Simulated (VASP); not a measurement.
# MgO (Fm-3m) in VASP: single point with PBE

Aim: the single point of MgO with PBE.

Everything below comes from runs of VASP 6.6.1. Logs are shortened: lines on timing, memory, paths and dates and some standing lists are left out, and cuts for length are marked.

## 1. The cell of the first run

Symmetry: Fm-3m, No. 225, cubic system. Conventional cell: a = 4.210 Å, b = 4.210 Å, c = 4.210 Å, α = 90.00°, β = 90.00°, γ = 90.00°. Within 2.8 Å of Mg (site symmetry m-3m) lie 6 O at 2.10 Å. O (site symmetry m-3m) has 6 Mg at 2.10 Å within 2.8 Å.

## 2. Single point, PBE

The input, INCAR:

```
SYSTEM = MgO
ALGO = Normal ; EDIFF = 1E-6
ENCUT = 840 ; GGA = PE
GGA_COMPAT = .FALSE. ; ISIF = 2
ISMEAR = 0 ; LASPH = .TRUE.
LCHARG = .FALSE. ; LREAL = .FALSE.
LWAVE = .FALSE. ; NBANDS = 15
NELM = 120 ; PREC = Accurate
SIGMA = 0.02
```

The input, KPOINTS:

```
k-points
0
G
  6 6 6
  0 0 0
```

The input, POSCAR:

```
MgO
1.0
    0.0000000000      2.1050000000      2.1050000000
    2.1050000000      0.0000000000      2.1050000000
    2.1050000000      2.1050000000      0.0000000000
Mg O
1 1
Direct
    0.0000000000      0.0000000000      0.0000000000
    0.5000000000      0.5000000000      0.5000000000
```

Potentials or basis: VASP PAW PBE potentials, release 64 (Mg_sv, O).

On the command line:

```
$ cat potpaw_PBE.64/Mg_sv/POTCAR potpaw_PBE.64/O/POTCAR > POTCAR
$ mpirun -np 1 vasp_std > vasp.out
```

OUTCAR:

```text
SYSTEM = MgO
   EDIFF = 1E-6
   ENCUT = 840
   GGA = PE
   ISIF = 2
   ISMEAR = 0
   LASPH = .TRUE.
   LREAL = .FALSE.
   NELM = 120
   PREC = Accurate

 ion  position               nearest neighbor table
   1  0.000  0.000  0.000-   2 2.10   2 2.10   2 2.10   2 2.10   2 2.10   2 2.10
   2  0.500  0.500  0.500-   1 2.10   1 2.10   1 2.10   1 2.10   1 2.10   1 2.10

  LATTYP: Found a face centered cubic cell.
 ALAT       =     4.2100000000

  Lattice vectors:

 A1 = (   0.0000000000,   2.1050000000,   2.1050000000)
 A2 = (   2.1050000000,   0.0000000000,   2.1050000000)
 A3 = (   2.1050000000,   2.1050000000,   0.0000000000)

Analysis of symmetry for initial positions (statically):
=====================================================================
 Subroutine PRICEL returns:
 Original cell was already a primitive cell.

 Routine SETGRP: Setting up the symmetry group for a
 face centered cubic supercell.

 Subroutine GETGRP returns: Found 48 space group operations
 (whereof 48 operations were pure point group operations)
 out of a pool of 48 trial point group operations.

The static configuration has the point symmetry O_h .

Analysis of symmetry for dynamics (positions and initial velocities):
=====================================================================
 Subroutine PRICEL returns:
 Original cell was already a primitive cell.

 Routine SETGRP: Setting up the symmetry group for a
 face centered cubic supercell.

 Subroutine GETGRP returns: Found 48 space group operations
 (whereof 48 operations were pure point group operations)
 out of a pool of 48 trial point group operations.

The dynamic configuration has the point symmetry O_h .

 Subroutine INISYM returns: Found 48 space group operations
 (whereof 48 operations are pure point group operations),
 and found     1 'primitive' translations

----------------------------------------------------------------------------------------

                                     Primitive cell

  volume of cell :      18.6546

  direct lattice vectors                    reciprocal lattice vectors
     0.000000000  2.105000000  2.105000000    -0.237529691  0.237529691  0.237529691
     2.105000000  0.000000000  2.105000000     0.237529691 -0.237529691  0.237529691
     2.105000000  2.105000000  0.000000000     0.237529691  0.237529691 -0.237529691

  length of vectors
     2.976919549  2.976919549  2.976919549     0.411413493  0.411413493  0.411413493

  position of ions in fractional coordinates (direct lattice)
     0.000000000  0.000000000  0.000000000
     0.500000000  0.500000000  0.500000000

  ion indices of the primitive-cell ions
   primitive index   ion index
                 1           1
                 2           2

----------------------------------------------------------------------------------------

 KPOINTS: k-points

Automatic generation of k-mesh.
 Grid dimensions read from file:
 generate k-points for:    6    6    6

 Generating k-lattice:

  Cartesian coordinates                     Fractional coordinates (reciprocal lattice)
    -0.039588282  0.039588282  0.039588282     0.166666667  0.000000000  0.000000000
     0.039588282 -0.039588282  0.039588282     0.000000000  0.166666667  0.000000000
     0.039588282  0.039588282 -0.039588282     0.000000000  0.000000000  0.166666667

  Length of vectors
     0.068568916  0.068568916  0.068568916

  Shift w.r.t. Gamma in fractional coordinates (k-lattice)
     0.000000000  0.000000000  0.000000000

 Subroutine IBZKPT returns following result:
 ===========================================

 Found     16 irreducible k-points:

 Following reciprocal coordinates:
            Coordinates               Weight
  0.000000  0.000000  0.000000      1.000000
  0.166667  0.000000  0.000000      8.000000
  0.333333  0.000000  0.000000      8.000000
  0.500000  0.000000  0.000000      4.000000
  0.166667  0.166667  0.000000      6.000000
  0.333333  0.166667  0.000000     24.000000
[... 8 lines left out ...]
 -0.333333  0.333333  0.166667     24.000000
 -0.333333  0.500000  0.166667     12.000000
   k-points           NKPTS =     16   k-points in BZ     NKDIM =     16   number of bands    NBANDS=     15
   number of dos      NEDOS =    301   number of ions     NIONS =      2
   total plane-waves  NPLWV =  21952
   dimension x,y,z NGX =    28 NGY =   28 NGZ =   28
   dimension x,y,z NGXF=    56 NGYF=   56 NGZF=   56
   ions per type =               1   1
   NGX,Y,Z   is equivalent  to a cutoff of  15.64, 15.64, 15.64 a.u.
   NGXF,Y,Z  is equivalent  to a cutoff of  31.27, 31.27, 31.27 a.u.
 SYSTEM =  MgO
   PREC   = accura    normal or accurate (medium, high low for compatibility)
   ISTART =      0    job   : 0-new  1-cont  2-samecut
   ICHARG =      2    charge: 1-file 2-atom 10-const
   ISPIN  =      1    spin polarized calculation?
   LNONCOLLINEAR =      F non collinear calculations
   LSORBIT =      F    spin-orbit coupling
   LASPH  =      T    aspherical Exc in radial PAW
   ENCUT  =  840.0 eV  61.74 Ry    7.86 a.u.   7.03  7.03  7.03*2*pi/ulx,y,z
   NELM   =    120;   NELMIN=  2; NELMDL= -5     # of ELM steps
   EDIFF  = 0.1E-05   stopping-criterion for ELM
   LREAL  =      F    real-space projection
   EDIFFG = 0.1E-04   stopping-criterion for IOM
   NSW    =      0    number of steps for IOM
   IBRION =     -1    ionic relax: 0-MD 1-quasi-New 2-CG
   NFREE  =      0    steps in history (QN), initial steepest desc. (CG)
   ISIF   =      2    stress and relaxation
   ISYM   =      2    0-nonsym 1-usesym 2-fastsym
   POTIM  = 0.5000    time-step for ionic-motion
   TEBEG  =    0.0;   TEEND  =   0.0 temperature during run
   PSTRESS=    0.0 pullay stress
   NELECT =      16.0000    total number of electrons
   NUPDOWN=      -1.0000    fix difference up-down
   EMIN   =  10.00;   EMAX   =-10.00  energy-range for DOS
   EFERMI =   0.00;   METHOD = LEGACY
   ISMEAR =     0;   SIGMA  =   0.02  broadening in eV -4-tet -1-fermi 0-gaus
   EFERMI_NEDOS =   21; number of points for ismear=-14 and -15
   IALGO  =     38    algorithm
   IMIX   =      4    mixing-type and parameters
     AMIX     =   0.40;   BMIX     =  1.00
     AMIX_MAG =   1.60;   BMIX_MAG =  1.00
  volume/ion in A,a.u.               =       9.33        62.94
  Fermi-wavevector in a.u.,A,eV,Ry     =   1.555438  2.939352 32.917767  2.419388
  Thomas-Fermi vector in A             =   2.659379
   LORBIT       =      0    0 simple, 1 ext, 2 COOP (PROOUT), +10 PAW based schemes
   GGA     = PE    functional components
   LHFCALC =     F    Hartree Fock is set to
   AEXX    =    0.0000 exact exchange contribution
   IVDW    =     0    specifies the selected vdW correction
   LEPSILON=     F    determine dielectric tensor
   LRPA    =     F    only Hartree local field effects (RPA)
 non-spin polarized calculation
 Gauss-broadening in eV      SIGMA  =   0.02
  energy-cutoff  :      840.00
  volume of cell :       18.65
 maximum number of plane-waves:      1056
   NGX = 13   NGY = 13   NGZ = 13

 number of electron      15.9999995 magnetization

 Free energy of the ion-electron system (eV)
  ---------------------------------------------------
  ext. energy  EPLUGINS =         0.00000000
  ---------------------------------------------------
  free energy    TOTEN  =       -11.87351153 eV

  energy without entropy =      -11.87351153  energy(sigma->0) =      -11.87351153

 E-fermi :   3.2462     XC(G=0): -11.3983

 val. band max:        2.9268270987   @ k =   0.0000   0.0000   0.0000
 cond. band min:       7.6805025745   @ k =   0.0000   0.0000   0.0000
 fundamental gap:      4.7536754757
 Fermi energy:         3.2461703517

 k-point     1 :       0.0000    0.0000    0.0000
  band No.  band energies     occupation
      1     -69.3366      2.00000
      2     -36.0616      2.00000
      3     -36.0616      2.00000
      4     -36.0616      2.00000
      5     -14.3291      2.00000
      6       2.9268      2.00000
      7       2.9268      2.00000
      8       2.9268      2.00000
      9       7.6805      0.00000
     10      18.7405      0.00000
     11      18.7405      0.00000
     12      18.7405      0.00000
     13      22.6575      0.00000
     14      24.4399      0.00000
     15      24.4399      0.00000

 k-point     2 :       0.1667    0.0000    0.0000
  band No.  band energies     occupation
      1     -69.3349      2.00000
      2     -36.0838      2.00000
      3     -36.0640      2.00000
      4     -36.0640      2.00000
      5     -14.0380      2.00000
      6       1.4194      2.00000
      7       2.7516      2.00000
      8       2.7516      2.00000
      9       9.1014      0.00000
     10      16.4102      0.00000
     11      19.3159      0.00000
     12      19.3159      0.00000
     13      23.1708      0.00000
     14      23.1708      0.00000
     15      25.2713      0.00000

 k-point     3 :       0.3333    0.0000    0.0000
  band No.  band energies     occupation
      1     -69.3307      2.00000
      2     -36.1275      2.00000
      3     -36.0685      2.00000
      4     -36.0684      2.00000
      5     -13.3856      2.00000
      6      -0.7414      2.00000
      7       2.4240      2.00000
      8       2.4240      2.00000
      9      10.6155      0.00000
     10      15.2685      0.00000
     11      19.5354      0.00000
     12      19.5354      0.00000
     13      23.8552      0.00000
     14      23.8552      0.00000
     15      24.4439      0.00000
[... 199 lines left out ...]
 k-point    15 :      -0.3333    0.3333    0.1667
  band No.  band energies     occupation
      1     -69.3265      2.00000
      2     -36.1263      2.00000
      3     -36.1027      2.00000
      4     -36.0835      2.00000
      5     -12.8038      2.00000
      6      -0.6500      2.00000
      7       0.4702      2.00000
      8       1.6609      2.00000
      9      13.5116      0.00000
     10      14.8924      0.00000
     11      15.7099      0.00000
     12      19.4601      0.00000
     13      23.7426      0.00000
     14      24.9703      0.00000
     15      30.6862      0.00000

 k-point    16 :      -0.3333    0.5000    0.1667
  band No.  band energies     occupation
      1     -69.3258      2.00000
      2     -36.1245      2.00000
      3     -36.1021      2.00000
      4     -36.0925      2.00000
      5     -12.7464      2.00000
      6      -0.6117      2.00000
      7       0.6965      2.00000
      8       1.2592      2.00000
      9      13.4868      0.00000
     10      14.3916      0.00000
     11      15.4210      0.00000
     12      19.4644      0.00000
     13      23.1499      0.00000
     14      27.6094      0.00000
     15      29.1585      0.00000

------------------------ aborting loop because EDIFF is reached ----------------------------------------

  FORCE on cell =-STRESS in cart. coord.  units (eV):
  Direction    XX          YY          ZZ          XY          YZ          ZX
  --------------------------------------------------------------------------------------
  -------------------------------------------------------------------------------------
  Total        0.5859273      0.5859273      0.5859273      0.0000000      0.0000000      0.0000000
  in kB       50.3231746     50.3231746     50.3231746      0.0000000      0.0000000      0.0000000
  external PRESSURE =      50.3231746 kB  Pullay stress =       0.0000000 kB

 VOLUME and BASIS-vectors are now :
 -----------------------------------------------------------------------------
  energy-cutoff  :      840.00
  volume of cell :       18.65
      direct lattice vectors                 reciprocal lattice vectors
     0.000000000  2.105000000  2.105000000    -0.237529691  0.237529691  0.237529691
     2.105000000  0.000000000  2.105000000     0.237529691 -0.237529691  0.237529691
     2.105000000  2.105000000  0.000000000     0.237529691  0.237529691 -0.237529691

 POSITION                                       TOTAL-FORCE (eV/Angst)
 -----------------------------------------------------------------------------------
      0.00000      0.00000      0.00000        -0.000000      0.000000     -0.000000
      2.10500      2.10500      2.10500         0.000000     -0.000000      0.000000
 -----------------------------------------------------------------------------------
    total drift:                                0.000000      0.000000      0.000000

  FREE ENERGIE OF THE ION-ELECTRON SYSTEM (eV)
  ---------------------------------------------------
  free  energy   TOTEN  =       -11.8735115308 eV

  energy  without entropy=      -11.8735115308  energy(sigma->0) =      -11.87351153
```

Wall time 14 s (1 thread of AMD EPYC 7R43 (Zen 3), shared host); peak memory 0.11 GiB.

Results:

- Free energy: -11.8735 eV
- Pressure: 5.0 GPa
- Band gap on the k mesh: 4.75 eV

Caveat: the k points lie up to 0.43 Å⁻¹ apart.
